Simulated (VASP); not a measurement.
# TaS2 (P-3m1) in VASP: notebook, part 2 of 2

VASP 6.6.1. Earlier steps stand in the parts before.

### 3 Electric field gradients, PBE (zz strain of -1 %)

Input file INCAR:

```
SYSTEM = TaS2
PREC     = Accurate       ! precision mode
ENCUT    = 400            ! plane-wave cutoff, eV
EDIFF    = 1E-8           ! SCF threshold, eV
ISMEAR   = -1             ! smearing method
SIGMA    = 0.03           ! smearing width, eV
LREAL    = .False.        ! projectors in reciprocal space
LASPH    = .True.         ! aspherical terms in the spheres
NELM     = 120            ! most SCF steps
ALGO     = Normal         ! electronic algorithm
ISIF     = 2              ! what is computed and relaxed
LWAVE    = .False.        ! write WAVECAR
LCHARG   = .False.        ! write CHGCAR
GGA      = PE             ! functional
LEFG     = .True.       
NBANDS   = 18             ! bands
GGA_COMPAT= .False.
```

Input file KPOINTS:

```
regular mesh
0
Gamma
  9 9 5
  0 0 0
```

Input file POSCAR:

```
TaS2
1.0
    3.3500021206      0.0000000000      0.0000000000
   -1.6750010603      2.9011869392      0.0000000000
    0.0000000000      0.0000000000      5.8014000000
Ta S
1 2
Direct
    0.0000000000      0.0000000000      0.0000000000
    0.3333333333      0.6666666667      0.2500000000
    0.6666666667      0.3333333333      0.7500000000
```

Potentials or basis: VASP PAW PBE potentials, release 64 (Ta_pv, S).

On the command line:

```sh
cat potpaw_PBE.64/Ta_pv/POTCAR potpaw_PBE.64/S/POTCAR > POTCAR
mpirun -np 1 vasp_std > vasp.out
```

OUTCAR:

```text
SYSTEM = TaS2
   PREC = Accurate
   ENCUT = 400
   EDIFF = 1E-8
   ISMEAR = -1
   LREAL = .False.
   LASPH = .True.
   NELM = 120
   ISIF = 2
   GGA = PE

 ion  position               nearest neighbor table
   1  0.000  0.000  0.000-   2 2.42   3 2.42   3 2.42   2 2.42   3 2.42   2 2.42
   2  0.333  0.667  0.250-   1 2.42   1 2.42   1 2.42
   3  0.667  0.333  0.750-   1 2.42   1 2.42   1 2.42

  LATTYP: Found a hexagonal cell.
 ALAT       =     3.3500021206
 C/A-ratio  =     1.7317600978

  Lattice vectors:

 A1 = (   3.3500021206,   0.0000000000,   0.0000000000)
 A2 = (  -1.6750010603,   2.9011869392,   0.0000000000)
 A3 = (   0.0000000000,   0.0000000000,   5.8014000000)

Analysis of symmetry for initial positions (statically):
=====================================================================
 Subroutine PRICEL returns:
 Original cell was already a primitive cell.

 Routine SETGRP: Setting up the symmetry group for a
 hexagonal supercell.

 Subroutine GETGRP returns: Found 12 space group operations
 (whereof 12 operations were pure point group operations)
 out of a pool of 24 trial point group operations.

The static configuration has the point symmetry D_3d.

Analysis of symmetry for dynamics (positions and initial velocities):
=====================================================================
 Subroutine PRICEL returns:
 Original cell was already a primitive cell.

 Routine SETGRP: Setting up the symmetry group for a
 hexagonal supercell.

 Subroutine GETGRP returns: Found 12 space group operations
 (whereof 12 operations were pure point group operations)
 out of a pool of 24 trial point group operations.

The dynamic configuration has the point symmetry D_3d.

 Subroutine INISYM returns: Found 12 space group operations
 (whereof 12 operations are pure point group operations),
 and found     1 'primitive' translations

----------------------------------------------------------------------------------------

                                     Primitive cell

  volume of cell :      56.3837

  direct lattice vectors                    reciprocal lattice vectors
     3.350002121  0.000000000  0.000000000     0.298507274  0.172343255  0.000000000
    -1.675001060  2.901186939  0.000000000     0.000000000  0.344686510  0.000000000
     0.000000000  0.000000000  5.801400000     0.000000000  0.000000000  0.172372186

  length of vectors
     3.350002121  3.350002121  5.801400000     0.344686510  0.344686510  0.172372186

  position of ions in fractional coordinates (direct lattice)
     0.000000000  0.000000000  0.000000000
     0.333333333  0.666666667  0.250000000
     0.666666667  0.333333333  0.750000000

  ion indices of the primitive-cell ions
   primitive index   ion index
                 1           1
                 2           2
                 3           3

----------------------------------------------------------------------------------------

[... 74 lines left out ...]
   NFREE  =      0    steps in history (QN), initial steepest desc. (CG)
   ISIF   =      2    stress and relaxation
   ISYM   =      2    0-nonsym 1-usesym 2-fastsym
   POTIM  = 0.5000    time-step for ionic-motion
   TEBEG  =    0.0;   TEEND  =   0.0 temperature during run
   PSTRESS=    0.0 pullay stress
   NELECT =      23.0000    total number of electrons
   NUPDOWN=      -1.0000    fix difference up-down
   EMIN   =  10.00;   EMAX   =-10.00  energy-range for DOS
   EFERMI =   0.00;   METHOD = LEGACY
   ISMEAR =    -1;   SIGMA  =   0.03  broadening in eV -4-tet -1-fermi 0-gaus
   EFERMI_NEDOS =   21; number of points for ismear=-14 and -15
   IALGO  =     38    algorithm
   IMIX   =      4    mixing-type and parameters
     AMIX     =   0.40;   BMIX     =  1.00
     AMIX_MAG =   1.60;   BMIX_MAG =  1.00
  volume/ion in A,a.u.               =      18.79       126.83
  Fermi-wavevector in a.u.,A,eV,Ry     =   1.214133  2.294379 20.056604  1.474119
  Thomas-Fermi vector in A             =   2.349563
   LORBIT       =      0    0 simple, 1 ext, 2 COOP (PROOUT), +10 PAW based schemes
   GGA     = PE    functional components
   LHFCALC =     F    Hartree Fock is set to
   AEXX    =    0.0000 exact exchange contribution
   IVDW    =     0    specifies the selected vdW correction
   LEPSILON=     F    determine dielectric tensor
   LRPA    =     F    only Hartree local field effects (RPA)
 non-spin polarized calculation
  energy-cutoff  :      400.00
  volume of cell :       56.38
 maximum number of plane-waves:      1051
 NGX is ok and might be reduce to    24
   NGX = 11   NGY = 11   NGZ = 19

 number of electron      23.0000003 magnetization

 Free energy of the ion-electron system (eV)
  ---------------------------------------------------
  ext. energy  EPLUGINS =         0.00000000
  ---------------------------------------------------
  free energy    TOTEN  =       -22.96625241 eV

  energy without entropy =      -22.95979314  energy(sigma->0) =      -22.96302278

 E-fermi :   5.7864     XC(G=0): -10.5687

 val. band max:        5.7860390812   @ k =   0.0000   0.0000   0.0000
 cond. band min:       5.8189687281   @ k =   0.1111   0.0000   0.0000
 fundamental gap:      0.0329296470
 Fermi energy:         5.7863503944

 k-point     1 :       0.0000    0.0000    0.0000
  band No.  band energies     occupation
      1     -29.4711      2.00000
      2     -29.4490      2.00000
      3     -29.4490      2.00000
      4      -9.4432      2.00000
      5      -7.2854      2.00000
      6      -1.2664      2.00000
[... 481 lines left out ...]
      5      -7.3932      2.00000
      6      -0.1769      2.00000
[... 10 lines left out ...]
     17      12.5898      0.00000
     18      13.2491      0.00000

 [... further k-points ...]
[... 5 lines left out ...]
  --------------------------------------------------------------------------------------
  -------------------------------------------------------------------------------------
  Total        3.1035166      3.1035166      5.1651343      0.0000000      0.0000000      0.0000000
  in kB       88.1883144     88.1883144    146.7704399      0.0000000      0.0000000      0.0000000
  external PRESSURE =     107.7156896 kB  Pullay stress =       0.0000000 kB

 VOLUME and BASIS-vectors are now :
 -----------------------------------------------------------------------------
  energy-cutoff  :      400.00
  volume of cell :       56.38
      direct lattice vectors                 reciprocal lattice vectors
     3.350002121  0.000000000  0.000000000     0.298507274  0.172343255  0.000000000
    -1.675001060  2.901186939  0.000000000     0.000000000  0.344686510  0.000000000
     0.000000000  0.000000000  5.801400000     0.000000000  0.000000000  0.172372186

 POSITION                                       TOTAL-FORCE (eV/Angst)
 -----------------------------------------------------------------------------------
      0.00000      0.00000      0.00000         0.000000      0.000000      0.000000
     -0.00000      1.93412      1.45035         0.000000     -0.000000      1.488531
      1.67500      0.96706      4.35105        -0.000000     -0.000000     -1.488531
 -----------------------------------------------------------------------------------
    total drift:                               -0.000000      0.000000      0.000000

  FREE ENERGIE OF THE ION-ELECTRON SYSTEM (eV)
  ---------------------------------------------------
  free  energy   TOTEN  =       -22.9662524146 eV

  energy  without entropy=      -22.9597931417  energy(sigma->0) =      -22.96302278

 Electric field gradients (V/A^2)
---------------------------------------------------------------------
 ion       V_xx      V_yy      V_zz      V_xy      V_xz      V_yz
---------------------------------------------------------------------
   1      68.015    68.015  -136.030    -0.000    -0.000     0.000
   2       8.880     8.880   -17.759    -0.000    -0.000     0.000
   3       8.880     8.880   -17.759    -0.000    -0.000     0.000
---------------------------------------------------------------------

 Electric field gradients after diagonalization (V/A^2)
 (convention: |V_zz| > |V_xx| > |V_yy|)
----------------------------------------------------------------------
 ion       V_xx      V_yy      V_zz     asymmetry (V_yy - V_xx)/ V_zz
----------------------------------------------------------------------
   1      68.015    68.015  -136.030       0.000
   2       8.880     8.879   -17.759       0.000
   3       8.880     8.879   -17.759       0.000
----------------------------------------------------------------------

           NMR quadrupolar parameters

 Cq : quadrupolar parameter    Cq=e*Q*V_zz/h
 eta: asymmetry parameters     (V_yy - V_xx)/ V_zz
 Q  : nuclear electric quadrupole moment in mb (millibarn)
----------------------------------------------------------------------
 ion       Cq(MHz)       eta       Q (mb)
----------------------------------------------------------------------
   1      -0.329       0.000       1.000
   2      -0.043       0.000       1.000
   3      -0.043       0.000       1.000
----------------------------------------------------------------------
```

It took 66 s on 1 thread of Intel Xeon 8259CL, shared host; peak memory 0.18 GiB.

Results:

* Free energy: -22.9663 eV
* Pressure: 10.8 GPa
* Largest force: 1.489 eV/Å

Forces in eV/Å, atoms in the order of the input:
```
Ta   0.000  0.000  0.000
S    0.000  0.000  1.489
S    0.000  0.000 -1.489
```

Stress tensor (GPa, compression positive):
```
 8.82  0.00  0.00
 0.00  8.82  0.00
 0.00  0.00 14.68
```

Electric field gradients, principal values (V/Å²):
```
atom   least  middle  greatest (by size)
1 Ta  68.015  68.015            -136.030
 2 S   8.879   8.880             -17.759
 3 S   8.879   8.880             -17.759
```

Caveat: the cell differs from its parent crystal (zz strain of -1 %); without QUAD_EFG the Cq values of the log hold for a quadrupole moment of 1 mb, not for the nuclei; spin-orbit coupling is left out, which moves the levels of the heavy elements; this functional lacks dispersion, which binds the layers, so the pressure and a relaxed spacing across them are unreliable; forces of over 1 eV/Å act on the atoms, so gaps and moduli don't describe the material at rest.
